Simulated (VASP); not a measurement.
# Cu (Fm-3m) in VASP: further runs, part 2 of 2

VASP 6.6.1. Earlier steps stand in the parts before.

## Step 3: Single point, r2SCAN

POSCAR

```
Cu
1.0
    0.0000000000      1.8061483912      1.8061483912
    1.8061483912      0.0000000000      1.8061483912
    1.8061483912      1.8061483912      0.0000000000
Cu
1
Direct
    0.0000000000      0.0000000000      0.0000000000
```

INCAR.step1

```
SYSTEM = Cu
ALGO     = Normal         ! electronic algorithm
EDIFF    = 1E-4           ! SCF threshold, eV
ENCUT    = 520            ! plane-wave cutoff, eV
GGA      = PE             ! functional
ISMEAR   = 0              ! smearing method
LASPH    = .TRUE.         ! aspherical terms in the spheres
LCHARG   = .FALSE.        ! write CHGCAR
LREAL    = .FALSE.        ! projectors in reciprocal space
LWAVE    = .TRUE.         ! write WAVECAR
NBANDS   = 12             ! bands
NELM     = 80             ! most SCF steps
PREC     = Accurate       ! precision mode
SIGMA    = 0.1            ! smearing width, eV
```

INCAR.step2

```
SYSTEM = Cu
ALGO     = Normal         ! electronic algorithm
EDIFF    = 1E-7           ! SCF threshold, eV
ENCUT    = 520            ! plane-wave cutoff, eV
ISIF     = 2              ! what is computed and relaxed
ISMEAR   = 0              ! smearing method
ISTART   = 1            
LASPH    = .TRUE.         ! aspherical terms in the spheres
LCHARG   = .FALSE.        ! write CHGCAR
LMIXTAU  = .TRUE.       
LREAL    = .FALSE.        ! projectors in reciprocal space
LWAVE    = .FALSE.        ! write WAVECAR
METAGGA  = R2SCAN         ! meta-GGA
NBANDS   = 12             ! bands
NELM     = 80             ! most SCF steps
PREC     = Accurate       ! precision mode
SIGMA    = 0.1            ! smearing width, eV
```

KPOINTS

```
k-points
0
G
  20 20 20
  0 0 0
```

Potentials or basis: VASP PAW PBE potentials, release 64 (Cu).

Command:

```bash
$ cat potpaw_PBE.64/Cu/POTCAR > POTCAR
$ cp INCAR.step1 INCAR
$ mpirun -np 1 vasp_std > vasp.out
$ cp INCAR.step2 INCAR
$ mpirun -np 1 vasp_std > vasp.out
```

OUTCAR:

```text
SYSTEM = Cu
   EDIFF = 1E-7
   ENCUT = 520
   ISIF = 2
   ISMEAR = 0
   ISTART = 1
   LASPH = .TRUE.
   LREAL = .FALSE.
   METAGGA = R2SCAN
   NELM = 80
   PREC = Accurate

 ion  position               nearest neighbor table
   1  0.000  0.000  0.000-

  LATTYP: Found a face centered cubic cell.
 ALAT       =     3.6122967824

  Lattice vectors:

 A1 = (   0.0000000000,   1.8061483912,   1.8061483912)
 A2 = (   1.8061483912,   0.0000000000,   1.8061483912)
 A3 = (   1.8061483912,   1.8061483912,   0.0000000000)

Analysis of symmetry for initial positions (statically):
=====================================================================
 Subroutine PRICEL returns:
 Original cell was already a primitive cell.

 Routine SETGRP: Setting up the symmetry group for a
 face centered cubic supercell.

 Subroutine GETGRP returns: Found 48 space group operations
 (whereof 48 operations were pure point group operations)
 out of a pool of 48 trial point group operations.

The static configuration has the point symmetry O_h .

Analysis of symmetry for dynamics (positions and initial velocities):
[... 159 lines left out ...]
 val. band max:        7.3783810310   @ k =   0.5000   0.2500   0.1000
 cond. band min:       7.4530615860   @ k =   0.5000   0.3500   0.1500
 fundamental gap:      0.0746805549
 Fermi energy:         7.3926852152

 k-point     1 :       0.0000    0.0000    0.0000
  band No.  band energies     occupation
      1      -2.2599      2.00000
      2       4.2843      2.00000
      3       4.2844      2.00000
      4       4.2844      2.00000
      5       5.1021      2.00000
      6       5.1021      2.00000
      7      30.8261      0.00000
      8      33.8760      0.00000
      9      33.8760      0.00000
     10      33.8763      0.00000
     11      36.2627      0.00000
     12      36.2627      0.00000
[... 331 lines left out ...]
 k-point    24 :      -0.3500    0.0500    0.0000
  band No.  band energies     occupation
      1       1.7062      2.00000
      2       4.2996      2.00000
      3       4.3399      2.00000
      4       4.4836      2.00000
      5       5.4344      2.00000
      6       5.7279      2.00000
      7      15.0584      0.00000
      8      28.0860      0.00000
      9      30.5708      0.00000
     10      31.7265      0.00000
     11      33.9282      0.00000
     12      35.7599      0.00000

 [... further k-points ...]
[... 5 lines left out ...]
  --------------------------------------------------------------------------------------
  -------------------------------------------------------------------------------------
  Total       -0.2864789     -0.2864789     -0.2864789     -0.0000000      0.0000000     -0.0000000
  in kB      -38.9504913    -38.9504913    -38.9504913     -0.0000000      0.0000000     -0.0000000
  external PRESSURE =     -38.9504913 kB  Pullay stress =       0.0000000 kB

 VOLUME and BASIS-vectors are now :
 -----------------------------------------------------------------------------
  energy-cutoff  :      520.00
  volume of cell :       11.78
      direct lattice vectors                 reciprocal lattice vectors
     0.000000000  1.806148391  1.806148391    -0.276832182  0.276832182  0.276832182
     1.806148391  0.000000000  1.806148391     0.276832182 -0.276832182  0.276832182
     1.806148391  1.806148391  0.000000000     0.276832182  0.276832182 -0.276832182

 POSITION                                       TOTAL-FORCE (eV/Angst)
 -----------------------------------------------------------------------------------
      0.00000      0.00000      0.00000         0.000000      0.000000      0.000000
 -----------------------------------------------------------------------------------
    total drift:                                0.000000      0.000000      0.000000

  FREE ENERGIE OF THE ION-ELECTRON SYSTEM (eV)
  ---------------------------------------------------
  free  energy   TOTEN  =       -10.8248483189 eV

  energy  without entropy=      -10.8236427548  energy(sigma->0) =      -10.82424554
```

OSZICAR.step1:

```text
N       E                     dE             d eps       ncg     rms          rms(c)
DAV:   1     0.427716396264E+02    0.42772E+02   -0.54272E+03  6788   0.154E+03
DAV:   2    -0.330257859802E+01   -0.46074E+02   -0.42554E+02  6312   0.204E+02
DAV:   3    -0.462310044253E+01   -0.13205E+01   -0.13061E+01  7144   0.397E+01
DAV:   4    -0.463122792316E+01   -0.81275E-02   -0.81263E-02  7080   0.275E+00
DAV:   5    -0.463130107023E+01   -0.73147E-04   -0.73145E-04  7256   0.268E-01    0.767E+00
DAV:   6    -0.410548296901E+01    0.52582E+00   -0.14458E+01  7332   0.720E+01    0.390E+00
DAV:   7    -0.374022531713E+01    0.36526E+00   -0.22758E+00  7316   0.285E+01    0.586E-01
DAV:   8    -0.372912566205E+01    0.11100E-01   -0.44944E-03  7088   0.927E-01    0.294E-01
DAV:   9    -0.372761061089E+01    0.15151E-02   -0.93304E-03  7608   0.168E+00    0.298E-02
DAV:  10    -0.372761163016E+01   -0.10193E-05   -0.34119E-05  3804   0.108E-01
   1 F= -.37276116E+01 E0= -.37269561E+01  d E =-.131109E-02
```

Wall time 55 s (1 thread of Intel Xeon 6975P-C (Granite Rapids), shared host); peak memory 0.15 GiB.

Results:

```yaml
Free_energy: -10.8248 eV
Pressure: -3.9 GPa
```

Caveat: the PAW data sets were made with another functional, which shifts forces and pressure a little.

## Step 4: Single point, r2SCAN

This run uses another cell than the first one, of 11.81 Å³/atom, 1.032 times its volume.

POSCAR

```
Cu
1.0
    0.0000000000      1.8075000000      1.8075000000
    1.8075000000      0.0000000000      1.8075000000
    1.8075000000      1.8075000000      0.0000000000
Cu
1
Direct
    0.0000000000      0.0000000000      0.0000000000
```

INCAR.step1

```
PREC     = Accurate       # precision mode
ENCUT    = 520            # plane-wave cutoff, eV
ISMEAR   = 0              # smearing method
SIGMA    = 0.1            # smearing width, eV
LREAL    = False          # projectors in reciprocal space
LASPH    = True           # aspherical terms in the spheres
NELM     = 80             # most SCF steps
NBANDS   = 12             # bands
GGA      = PE             # functional
ALGO     = Normal         # electronic algorithm
EDIFF    = 1E-4           # SCF threshold, eV
LWAVE    = True           # write WAVECAR
LCHARG   = False          # write CHGCAR
```

INCAR.step2

```
PREC     = Accurate       # precision mode
ENCUT    = 520            # plane-wave cutoff, eV
EDIFF    = 1E-6           # SCF threshold, eV
ISMEAR   = 0              # smearing method
SIGMA    = 0.1            # smearing width, eV
LREAL    = False          # projectors in reciprocal space
LASPH    = True           # aspherical terms in the spheres
NELM     = 80             # most SCF steps
ALGO     = Normal         # electronic algorithm
ISIF     = 2              # what is computed and relaxed
LWAVE    = False          # write WAVECAR
LCHARG   = True           # write CHGCAR
METAGGA  = R2SCAN         # meta-GGA
LMIXTAU  = True         
LELF     = True           # ELF
LVHAR    = True         
NBANDS   = 12             # bands
ISTART   = 1
```

KPOINTS

```
Automatic mesh
0
Gamma
  20 20 20
```

Command:

```bash
$ cat potpaw_PBE.64/Cu/POTCAR > POTCAR
$ cp INCAR.step1 INCAR
$ mpirun -np 1 vasp_std > vasp.out
$ cp INCAR.step2 INCAR
$ mpirun -np 1 vasp_std > vasp.out
```

Wall time 55 s (1 thread of Intel Xeon 6975P-C (Granite Rapids), shared host); peak memory 0.15 GiB.

It converged, with:

```yaml
Free_energy: -10.8242 eV
Pressure: -4.2 GPa
```

Levels at points of the mesh, in eV from the Fermi level:
```
           k point  band 2  band 3  band 4  band 5  band 6  band 7  band 8  band 9  band 10  band 11
(0.00, 0.00, 0.00)   -3.10   -3.10   -3.10   -2.29   -2.29   23.41   26.45   26.45    26.45    28.83
(0.50, 0.00, 0.00)   -3.15   -3.15   -1.70   -1.70   -1.01    4.00   21.92   23.17    23.17    26.09
(0.50, 0.50, 0.00)   -4.55   -1.73   -1.54   -1.54    1.62    7.47   13.79   13.79    18.15    21.18
```

Caveat: the PAW data sets were made with another functional, which shifts forces and pressure a little.

## Step 5: The runs side by side

| cell | gap on the mesh (eV) | pressure (GPa) |
| --- | --- | --- |
| a = 2.529 Å, angles 60.0°, 1 atom | none | 0.5 |
| a = 2.554 Å, angles 60.0°, 1 atom | none | -3.9 |
| a = 2.556 Å, angles 60.0°, 1 atom | none | -4.2 |

Alike in all rows: task single point; level r2SCAN; potentials or basis VASP PAW PBE potentials, release 64 (Cu); no spin polarisation; k mesh 20 × 20 × 20; cutoff (eV) 520; smearing gaussian 0.1 eV.

Caveats: the PAW data sets were made with another functional, which shifts forces and pressure a little.

Absolute energies hang on the potentials; compare differences alone.
